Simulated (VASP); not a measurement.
# C (P6_3/mmc) in VASP: a series of runs

Runs on C. Level: r2SCAN+D3(BJ). Tasks: single point, relaxation of shape and atoms at fixed volume.

All numbers are computed with VASP 6.6.1; they aren't measurements. Logs are shortened: lines on timing, memory, paths and dates and some standing lists are left out, and cuts for length are marked.

## Step 1: The cell of the first run

The structure is hexagonal, space group P6_3/mmc (No. 194). The conventional cell has a = 2.455 Å, b = 2.455 Å, c = 6.730 Å, α = 90.00°, β = 90.00°, γ = 120.00°. C (site symmetry -6m2) has 3 C at 1.42 Å within 1.9 Å. C (site symmetry -6m2) has 3 C at 1.42 Å within 1.9 Å.

## Step 2: Single point, r2SCAN+D3(BJ)

Contents of POSCAR:

```
C
1.0
    2.4554526557      0.0000000000      0.0000000000
   -1.2277263278      2.1264843776      0.0000000000
    0.0000000000      0.0000000000      6.7304039101
C
4
Direct
    0.0000000000      0.0000000000      0.2500000000
    0.0000000000      0.0000000000      0.7500000000
    0.3333333333      0.6666666667      0.2500000000
    0.6666666667      0.3333333333      0.7500000000
```

Contents of INCAR.step1:

```
SYSTEM = C
  PREC = Accurate
  ENCUT = 520
  ISMEAR = 0
  SIGMA = 0.1
  LREAL = .False.
  LASPH = .True.
  NELM = 60
  NBANDS = 16
  GGA = PE
  ALGO = Normal
  EDIFF = 1E-4
  LWAVE = .True.
  LCHARG = .False.
```

Contents of INCAR.step2:

```
SYSTEM = C
  PREC = Accurate
  ENCUT = 520
  EDIFF = 1E-7
  ISMEAR = 0
  SIGMA = 0.1
  LREAL = .False.
  LASPH = .True.
  NELM = 60
  ALGO = Normal
  ISIF = 2
  LWAVE = .False.
  LCHARG = .True.
  METAGGA = R2SCAN
  LMIXTAU = .True.
  IVDW = 12
  VDW_S6 = 1.0
  VDW_S8 = 0.78981345
  VDW_A1 = 0.49484001
  VDW_A2 = 5.73083694
  LELF = .True.
  LVHAR = .True.
  NBANDS = 16
  ISTART = 1
```

Contents of KPOINTS:

```
regular mesh
0
Gamma
  21 21 6
  0 0 0
```

Potentials or basis: VASP PAW PBE potentials, release 64 (C).

Started as:

```console
$ cat potpaw_PBE.64/C/POTCAR > POTCAR
$ cp INCAR.step1 INCAR
$ mpirun -np 1 vasp_std > vasp.out
$ cp INCAR.step2 INCAR
$ mpirun -np 1 vasp_std > vasp.out
```

OUTCAR:

```text
SYSTEM = C
   PREC = Accurate
   ENCUT = 520
   EDIFF = 1E-7
   ISMEAR = 0
   LREAL = .False.
   LASPH = .True.
   NELM = 60
   ISIF = 2
   METAGGA = R2SCAN
   IVDW = 12
   ISTART = 1
 IVDW          = 12

 ion  position               nearest neighbor table
   1  0.000  0.000  0.250-   3 1.42   3 1.42   3 1.42
   2  0.000  0.000  0.750-   4 1.42   4 1.42   4 1.42
   3  0.333  0.667  0.250-   1 1.42   1 1.42   1 1.42
   4  0.667  0.333  0.750-   2 1.42   2 1.42   2 1.42

  LATTYP: Found a hexagonal cell.
 ALAT       =     2.4554526557
 C/A-ratio  =     2.7410033317

  Lattice vectors:

 A1 = (   2.4554526557,   0.0000000000,   0.0000000000)
 A2 = (  -1.2277263278,   2.1264843776,   0.0000000000)
 A3 = (   0.0000000000,   0.0000000000,   6.7304039101)

Analysis of symmetry for initial positions (statically):
=====================================================================
 Subroutine PRICEL returns:
 Original cell was already a primitive cell.

 Routine SETGRP: Setting up the symmetry group for a
 hexagonal supercell.

 Subroutine GETGRP returns: Found 24 space group operations
 (whereof 12 operations were pure point group operations)
 out of a pool of 24 trial point group operations.

The static configuration has the point symmetry D_3d.
 The point group associated with its full space group is D_6h.

Analysis of symmetry for dynamics (positions and initial velocities):
=====================================================================
 Subroutine PRICEL returns:
 Original cell was already a primitive cell.

 Routine SETGRP: Setting up the symmetry group for a
 hexagonal supercell.

 Subroutine GETGRP returns: Found 24 space group operations
 (whereof 12 operations were pure point group operations)
 out of a pool of 24 trial point group operations.

The dynamic configuration has the point symmetry D_3d.
 The point group associated with its full space group is D_6h.

 Subroutine INISYM returns: Found 24 space group operations
 (whereof 12 operations are pure point group operations),
 and found     1 'primitive' translations

----------------------------------------------------------------------------------------

                                     Primitive cell

  volume of cell :      35.1427

  direct lattice vectors                    reciprocal lattice vectors
     2.455452656  0.000000000  0.000000000     0.407256885  0.235129872  0.000000000
    -1.227726328  2.126484378  0.000000000     0.000000000  0.470259744  0.000000000
[... 93 lines left out ...]
   IBRION =     -1    ionic relax: 0-MD 1-quasi-New 2-CG
   NFREE  =      0    steps in history (QN), initial steepest desc. (CG)
   ISIF   =      2    stress and relaxation
   ISYM   =      2    0-nonsym 1-usesym 2-fastsym
   POTIM  = 0.5000    time-step for ionic-motion
   TEBEG  =    0.0;   TEEND  =   0.0 temperature during run
   PSTRESS=    0.0 pullay stress
   NELECT =      16.0000    total number of electrons
   NUPDOWN=      -1.0000    fix difference up-down
   EMIN   =  10.00;   EMAX   =-10.00  energy-range for DOS
   EFERMI =   0.00;   METHOD = LEGACY
   ISMEAR =     0;   SIGMA  =   0.10  broadening in eV -4-tet -1-fermi 0-gaus
   EFERMI_NEDOS =   21; number of points for ismear=-14 and -15
   IALGO  =     38    algorithm
   IMIX   =      4    mixing-type and parameters
     AMIX     =   0.40;   BMIX     =  1.00
     AMIX_MAG =   1.60;   BMIX_MAG =  1.00
  volume/ion in A,a.u.               =       8.79        59.29
  Fermi-wavevector in a.u.,A,eV,Ry     =   1.259418  2.379955 21.580656  1.586133
  Thomas-Fermi vector in A             =   2.392979
   LORBIT       =      0    0 simple, 1 ext, 2 COOP (PROOUT), +10 PAW based schemes
   METAGGA = R2SCAN    functional components
   LHFCALC =     F    Hartree Fock is set to
   AEXX    =    0.0000 exact exchange contribution
   IVDW    =    12    specifies the selected vdW correction
   LEPSILON=     F    determine dielectric tensor
   LRPA    =     F    only Hartree local field effects (RPA)
 non-spin polarized calculation
 Gauss-broadening in eV      SIGMA  =   0.10
  energy-cutoff  :      520.00
  volume of cell :       35.14
 maximum number of plane-waves:       979
   NGX =  9   NGY =  9   NGZ = 25

 number of electron      15.9999994 magnetization

 Free energy of the ion-electron system (eV)
  ---------------------------------------------------
  ext. energy  EPLUGINS =         0.00000000
  ---------------------------------------------------
  free energy    TOTEN  =       -39.74528529 eV

  energy without entropy =      -39.74469604  energy(sigma->0) =      -39.74499067

 E-fermi :   4.6584     XC(G=0): -11.1237

 val. band max:        4.6486478211   @ k =   0.3333   0.3333   0.1667
 cond. band min:       4.6654858248   @ k =   0.3333   0.3333   0.3333
 fundamental gap:      0.0168380037
 Fermi energy:         4.6583921026

 k-point     1 :       0.0000    0.0000    0.0000
  band No.  band energies     occupation
      1     -16.3109      2.00000
      2     -16.0210      2.00000
      3      -4.3674      2.00000
      4      -2.3829      2.00000
      5       1.4634      2.00000
      6       1.4634      2.00000
[... 433 lines left out ...]
      3      -3.0217      2.00000
      4      -2.9421      2.00000
      5      -2.4500      2.00000
      6      -1.2071      2.00000
[... 8 lines left out ...]
     15      17.2348      0.00000
     16      17.4658      0.00000

 [... further k-points ...]

------------------------ aborting loop because EDIFF is reached ----------------------------------------

 Edisp (eV)   -0.30425

 E8    (eV) :    -0.0636

  FORCE on cell =-STRESS in cart. coord.  units (eV):
  Direction    XX          YY          ZZ          XY          YZ          ZX
  --------------------------------------------------------------------------------------
  -------------------------------------------------------------------------------------
  Total       0.23569     0.23569    -0.02253     0.00000    -0.00000     0.00000
  in kB      10.74546    10.74546    -1.02730     0.00000    -0.00000     0.00000
  external pressure =        6.82 kB  Pullay stress =        0.00 kB

 VOLUME and BASIS-vectors are now :
 -----------------------------------------------------------------------------
  energy-cutoff  :      520.00
  volume of cell :       35.14
      direct lattice vectors                 reciprocal lattice vectors
     2.455452656  0.000000000  0.000000000     0.407256885  0.235129872  0.000000000
    -1.227726328  2.126484378  0.000000000     0.000000000  0.470259744  0.000000000
     0.000000000  0.000000000  6.730403910     0.000000000  0.000000000  0.148579493

 POSITION                                       TOTAL-FORCE (eV/Angst)
 -----------------------------------------------------------------------------------
      0.00000      0.00000      1.68260        -0.000000      0.000000      0.000000
      0.00000      0.00000      5.04780         0.000000     -0.000000      0.000000
     -0.00000      1.41766      1.68260        -0.000000      0.000000      0.000000
      1.22773      0.70883      5.04780         0.000000     -0.000000     -0.000000
 -----------------------------------------------------------------------------------
    total drift:                                0.000000     -0.000000      0.000000

  FREE ENERGIE OF THE ION-ELECTRON SYSTEM (eV)
  ---------------------------------------------------
  free  energy   TOTEN  =       -40.0495370062 eV

  energy  without entropy=      -40.0489477550  energy(sigma->0) =      -40.04924238
```

Run time: 8.3 min. Hardware: 1 thread of Intel Xeon 8259CL, shared host; peak memory 0.22 GiB.

Results:

```yaml
Free_energy: -40.0495 eV
Pressure: 0.7 GPa
Band_gap_on_the_k_mesh: zero (bands 8 and 9 overlap by 0.03 eV)
Dispersion_energy_per_atom: -0.076 eV
```

Caveat: the PAW data sets were made with another functional, which shifts forces and pressure a little.

## Step 3: Single point, r2SCAN+D3(BJ)

POSCAR is that of step 2.

Contents of INCAR.step1:

```
PREC = Accurate
ENCUT = 520
ISMEAR = 0
SIGMA = 0.1
LREAL = False
LASPH = True
NELM = 60
NBANDS = 16
GGA = PE
ALGO = Normal
EDIFF = 1E-4
LWAVE = True
LCHARG = False
```

Contents of INCAR.step2:

```
PREC = Accurate
ENCUT = 520
EDIFF = 1E-6
ISMEAR = 0
SIGMA = 0.1
LREAL = False
LASPH = True
NELM = 60
ALGO = Normal
ISIF = 2
LWAVE = False
LCHARG = False
METAGGA = R2SCAN
LMIXTAU = True
IVDW = 12
VDW_S6 = 1.0
VDW_S8 = 0.78981345
VDW_A1 = 0.49484001
VDW_A2 = 5.73083694
NBANDS = 16
ISTART = 1
```

Contents of KPOINTS:

```
regular mesh
0
Gamma
  21 21 6
```

Potentials or basis: VASP PAW PBE potentials, release 64 (C).

Started as:

```console
$ cat potpaw_PBE.64/C/POTCAR > POTCAR
$ cp INCAR.step1 INCAR
$ mpirun -np 1 vasp_std > vasp.out
$ cp INCAR.step2 INCAR
$ mpirun -np 1 vasp_std > vasp.out
```

Wall time 7.4 min (1 thread of Intel Xeon 8259CL, shared host); peak memory 0.21 GiB.

The run converged. Its results:

```yaml
Free_energy: -40.0495 eV
Pressure: 0.7 GPa
Band_gap_on_the_k_mesh: zero (bands 8 and 9 overlap by 0.03 eV)
Dispersion_energy_per_atom: -0.076 eV
```

Stress tensor (GPa, compression positive):
```
 1.07  0.00  0.00
 0.00  1.07  0.00
 0.00  0.00 -0.11
```

Levels at points of the mesh, in eV from the Fermi level:
| k point | band 5 | band 6 | band 7 | band 8 | band 9 | band 10 | band 11 | band 12 |
| --- | --- | --- | --- | --- | --- | --- | --- | --- |
| (0.00, 0.00, 0.00) | -3.19 | -3.19 | -3.18 | -3.18 | 4.42 | 8.73 | 8.73 | 8.79 |
| (0.00, 0.00, 0.50) | -3.19 | -3.19 | -3.19 | -3.19 | 7.18 | 7.18 | 8.76 | 8.76 |

Caveat: the PAW data sets were made with another functional, which shifts forces and pressure a little.

(Continued in part 2 of 2.)
